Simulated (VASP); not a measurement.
# Re (P6_3/mmc) in VASP: a series of runs, part 2 of 2

VASP 6.6.1.

## 4. Single point, PBEsol (14.99 Å³/atom)

This run uses another cell than the first one, of 14.99 Å³/atom.

Input file INCAR:

```
PREC = Accurate
ENCUT = 520
EDIFF = 1E-6
ISMEAR = 0
SIGMA = 0.1
LREAL = False
LASPH = True
NELM = 60
ALGO = Fast
ISIF = 2
LWAVE = False
LCHARG = False
GGA = PS
NBANDS = 14
```

Input file KPOINTS:

```
Automatic mesh
0
Gamma
  18 18 10
```

Input file POSCAR:

```
Re
1.0
    2.7775991433      0.0000000000      0.0000000000
   -1.3887995716      2.4054714196      0.0000000000
    0.0000000000      0.0000000000      4.4871966326
Re
2
Direct
    0.3333333333      0.6666666667      0.2500000000
    0.6666666667      0.3333333333      0.7500000000
```

Potentials or basis: VASP PAW PBE potentials, release 64 (Re).

Started as:

```
cat potpaw_PBE.64/Re/POTCAR > POTCAR
mpirun -np 1 vasp_std > vasp.out
```

OUTCAR:

```text
PREC = Accurate
   ENCUT = 520
   EDIFF = 1E-6
   ISMEAR = 0
   LREAL = False
   LASPH = True
   NELM = 60
   ISIF = 2
   GGA = PS

 ion  position               nearest neighbor table
   1  0.333  0.667  0.250-   2 2.76   2 2.76   2 2.76   2 2.76   2 2.76   2 2.76
   2  0.667  0.333  0.750-   1 2.76   1 2.76   1 2.76   1 2.76   1 2.76   1 2.76

  LATTYP: Found a hexagonal cell.
 ALAT       =     2.7775991433
 C/A-ratio  =     1.6154946776

  Lattice vectors:

 A1 = (   2.7775991433,   0.0000000000,   0.0000000000)
 A2 = (  -1.3887995716,   2.4054714196,   0.0000000000)
 A3 = (   0.0000000000,   0.0000000000,   4.4871966326)

Analysis of symmetry for initial positions (statically):
=====================================================================
 Subroutine PRICEL returns:
 Original cell was already a primitive cell.

 Routine SETGRP: Setting up the symmetry group for a
 hexagonal supercell.

 Subroutine GETGRP returns: Found 24 space group operations
 (whereof 12 operations were pure point group operations)
 out of a pool of 24 trial point group operations.

The static configuration has the point symmetry D_3d.
 The point group associated with its full space group is D_6h.

Analysis of symmetry for dynamics (positions and initial velocities):
=====================================================================
 Subroutine PRICEL returns:
 Original cell was already a primitive cell.

 Routine SETGRP: Setting up the symmetry group for a
 hexagonal supercell.

 Subroutine GETGRP returns: Found 24 space group operations
 (whereof 12 operations were pure point group operations)
 out of a pool of 24 trial point group operations.

The dynamic configuration has the point symmetry D_3d.
 The point group associated with its full space group is D_6h.

 Subroutine INISYM returns: Found 24 space group operations
 (whereof 12 operations are pure point group operations),
 and found     1 'primitive' translations

[... 125 lines left out ...]
 non-spin polarized calculation
 RMM-DIIS sequential band-by-band and
 Gauss-broadening in eV      SIGMA  =   0.10
  energy-cutoff  :      520.00
  volume of cell :       29.98
 maximum number of plane-waves:       818
 NGX is ok and might be reduce to    24
   NGX = 11   NGY = 11   NGZ = 17

 number of electron      14.0000000 magnetization

 Free energy of the ion-electron system (eV)
  ---------------------------------------------------
  ext. energy  EPLUGINS =         0.00000000
  ---------------------------------------------------
  free energy    TOTEN  =       -26.71026606 eV

  energy without entropy =      -26.70186773  energy(sigma->0) =      -26.70606689

 E-fermi :   7.4712     XC(G=0): -13.7182

 val. band max:        7.4677426095   @ k =   0.1667   0.0556   0.1000
 cond. band min:       7.4784143208   @ k =   0.3333   0.1667   0.4000
 fundamental gap:      0.0106717113
 Fermi energy:         7.4712462811

 k-point     1 :       0.0000    0.0000    0.0000
  band No.  band energies     occupation
      1      -2.2795      2.00000
      2       0.9837      2.00000
      3       5.9467      2.00000
      4       5.9526      2.00000
      5       5.9526      2.00000
      6       6.7658      2.00000
      7       6.7658      2.00000
      8       7.6768      0.00365
      9       7.6768      0.00365
     10       8.0608      0.00000
     11      10.7728      0.00000
     12      10.7728      0.00000
     13      17.2327      0.00000
     14      21.6374      0.00000
[... 377 lines left out ...]
      1       2.0016      2.00000
      2       2.1530      2.00000
      3       2.4823      2.00000
      4       5.2164      2.00000
      5       5.4576      2.00000
      6       6.1348      2.00000
      7       6.8692      2.00000
      8      10.6109      0.00000
      9      11.1950      0.00000
     10      11.4691      0.00000
     11      12.9783      0.00000
     12      15.6912      0.00000
     13      17.4462      0.00000
     14      18.5597      0.00000

 [... further k-points ...]

------------------------ aborting loop because EDIFF is reached ----------------------------------------

  FORCE on cell =-STRESS in cart. coord.  units (eV):
  Direction    XX          YY          ZZ          XY          YZ          ZX
  --------------------------------------------------------------------------------------
  -------------------------------------------------------------------------------------
  Total       -2.0512782     -2.0512782     -2.0875691     -0.0000000     -0.0000000      0.0000000
  in kB     -109.6201224   -109.6201224   -111.5595015     -0.0000000     -0.0000000      0.0000000
  external PRESSURE =    -110.2665821 kB  Pullay stress =       0.0000000 kB

 VOLUME and BASIS-vectors are now :
 -----------------------------------------------------------------------------
  energy-cutoff  :      520.00
  volume of cell :       29.98
      direct lattice vectors                 reciprocal lattice vectors
     2.777599143  0.000000000  0.000000000     0.360023153  0.207859464  0.000000000
    -1.388799572  2.405471420  0.000000000     0.000000000  0.415718928  0.000000000
     0.000000000  0.000000000  4.487196633     0.000000000  0.000000000  0.222856291

 POSITION                                       TOTAL-FORCE (eV/Angst)
 -----------------------------------------------------------------------------------
     -0.00000      1.60365      1.12180         0.000000     -0.000000      0.000000
      1.38880      0.80182      3.36540        -0.000000      0.000000      0.000000
 -----------------------------------------------------------------------------------
    total drift:                               -0.000000      0.000000     -0.000000

  FREE ENERGIE OF THE ION-ELECTRON SYSTEM (eV)
  ---------------------------------------------------
  free  energy   TOTEN  =       -26.7102660559 eV

  energy  without entropy=      -26.7018677327  energy(sigma->0) =      -26.70606689
```

Wall time 3.2 min (1 thread of Intel Xeon 8259CL, shared host); peak memory 0.22 GiB.

Results:

| Item | Value |
| --- | --- |
| Free energy | -26.7103 eV |
| Pressure | -11.0 GPa |
| Band gap on the k mesh | zero (bands 7 and 8 overlap by 3.07 eV) |

Stress tensor (GPa, compression positive):
```
-10.96   0.00   0.00
  0.00 -10.96   0.00
  0.00   0.00 -11.16
```

Caveat: the cell stands under tension; the PAW data sets were made with another functional, which shifts forces and pressure a little; spin-orbit coupling is left out, which moves the levels of the heavy elements.

## 5. Single point, PBEsol (15.43 Å³/atom)

This run uses another cell than the first one, of 15.43 Å³/atom.

Edit INCAR of step 4 so:

```diff
@@ -7,3 +7,3 @@
 LASPH = True
-NELM = 60
+NELM = 100
 ALGO = Fast
```

KPOINTS is that of step 4.

Input file POSCAR:

```
Re
1.0
    2.8047011486      0.0000000000      0.0000000000
   -1.4023505743      2.4289424447      0.0000000000
    0.0000000000      0.0000000000      4.5290769135
Re
2
Direct
    0.3333333333      0.6666666667      0.2500000000
    0.6666666667      0.3333333333      0.7500000000
```

Started as:

```
cat potpaw_PBE.64/Re/POTCAR > POTCAR
mpirun -np 1 vasp_std > vasp.out
```

It took 3.1 min on 1 thread of Intel Xeon 8259CL, shared host; peak memory 0.22 GiB.

The run converged. Its results:

* Free energy: -26.6243 eV
* Pressure: -20.4 GPa
* Band gap on the k mesh: zero (bands 7 and 8 overlap by 2.92 eV)

Stress tensor (GPa, compression positive):
```
-20.38   0.00   0.00
  0.00 -20.38   0.00
  0.00   0.00 -20.53
```

Levels at points of the mesh, in eV from the Fermi level:
```
           k point  band 3  band 4  band 5  band 6  band 7  band 8  band 9  band 10  band 11  band 12
(0.00, 0.00, 0.00)   -1.45   -1.45   -1.45   -0.67   -0.67    0.20    0.20     0.54     3.17     3.17
(0.50, 0.00, 0.00)   -4.90   -1.78   -1.70   -1.29   -0.56    3.71    4.08     4.21     5.67     6.66
(0.00, 0.00, 0.50)   -2.23   -2.23   -1.57   -1.57   -1.57   -1.57    2.39     2.39     2.39     2.39
(0.50, 0.00, 0.50)   -3.81   -3.81    0.40    0.40    0.85    0.85    4.00     4.00     4.49     4.49
```

Caveat: the cell stands under tension; the PAW data sets were made with another functional, which shifts forces and pressure a little; spin-orbit coupling is left out, which moves the levels of the heavy elements.

## 6. Single point, PBEsol (16.01 Å³/atom)

This run uses another cell than the first one, of 16.01 Å³/atom.

Input file INCAR:

```
SYSTEM = Re
PREC     = Accurate       ! precision mode
ENCUT    = 520            ! plane-wave cutoff, eV
EDIFF    = 1E-7           ! SCF threshold, eV
ISMEAR   = 0              ! smearing method
SIGMA    = 0.1            ! smearing width, eV
LREAL    = .FALSE.        ! projectors in reciprocal space
LASPH    = .TRUE.         ! aspherical terms in the spheres
NELM     = 80             ! most SCF steps
ALGO     = Normal         ! electronic algorithm
ISIF     = 2              ! what is computed and relaxed
LWAVE    = .FALSE.        ! write WAVECAR
LCHARG   = .FALSE.        ! write CHGCAR
GGA      = PS             ! functional
NBANDS   = 14             ! bands
```

Input file KPOINTS:

```
regular mesh
0
G
  18 18 10
  0 0 0
```

Input file POSCAR:

```
Re
1.0
    2.8400222059      0.0000000000      0.0000000000
   -1.4200111030      2.4595313777      0.0000000000
    0.0000000000      0.0000000000      4.5838060034
Re
2
Direct
    0.3333333333      0.6666666667      0.2500000000
    0.6666666667      0.3333333333      0.7500000000
```

Potentials or basis: VASP PAW PBE potentials, release 64 (Re).

Started as:

```
cat potpaw_PBE.64/Re/POTCAR > POTCAR
mpirun -np 1 vasp_std > vasp.out
```

Run time: 2.5 min. Hardware: 1 thread of Intel Xeon 8259CL, shared host; peak memory 0.22 GiB.

It converged, with:

| Property | Result |
| --- | --- |
| Free energy | -26.4377 eV |
| Pressure | -30.8 GPa |
| Band gap on the k mesh | zero (bands 7 and 8 overlap by 2.75 eV) |

Stress tensor (GPa, compression positive):
```
-30.72   0.00   0.00
  0.00 -30.72   0.00
  0.00   0.00 -30.87
```

Levels at points of the mesh, in eV from the Fermi level:
```tsv
k point	band 4	band 5	band 6	band 7	band 8	band 9	band 10	band 11
(0.00, 0.00, 0.00)	-1.36	-1.36	-0.63	-0.63	0.19	0.19	0.50	3.01
(0.50, 0.00, 0.00)	-1.69	-1.68	-1.23	-0.54	3.50	3.85	3.96	5.37
(0.00, 0.00, 0.50)	-2.13	-1.49	-1.49	-1.49	-1.49	2.26	2.26	2.26
(0.50, 0.00, 0.50)	-3.61	0.38	0.38	0.79	0.79	3.77	3.77	4.26
```

Caveat: the cell stands under tension; the PAW data sets were made with another functional, which shifts forces and pressure a little; spin-orbit coupling is left out, which moves the levels of the heavy elements.

## 7. The runs side by side

| cell | gap on the mesh (eV) | pressure (GPa) |
| --- | --- | --- |
| a = 2.750, b = 2.750, c = 4.443 Å, angles 90.0, 90.0, 120.0°, 2 atoms | none | 0.0 |
| a = 2.761, b = 2.761, c = 4.458 Å, angles 90.0, 90.0, 120.0°, 2 atoms | none | -4.3 |
| a = 2.778, b = 2.778, c = 4.487 Å, angles 90.0, 90.0, 120.0°, 2 atoms | none | -11.0 |
| a = 2.805, b = 2.805, c = 4.529 Å, angles 90.0, 90.0, 120.0°, 2 atoms | none | -20.4 |
| a = 2.840, b = 2.840, c = 4.584 Å, angles 90.0, 90.0, 120.0°, 2 atoms | none | -30.8 |

Alike in all rows: task single point; level PBEsol; potentials or basis VASP PAW PBE potentials, release 64 (Re); no spin polarisation; k mesh 18 × 18 × 10; cutoff (eV) 520; smearing gaussian 0.1 eV.

Caveats: the PAW data sets were made with another functional, which shifts forces and pressure a little; spin-orbit coupling is left out, which moves the levels of the heavy elements; the cell stands under tension (at least some runs).

Absolute energies hang on the potentials; compare differences alone.
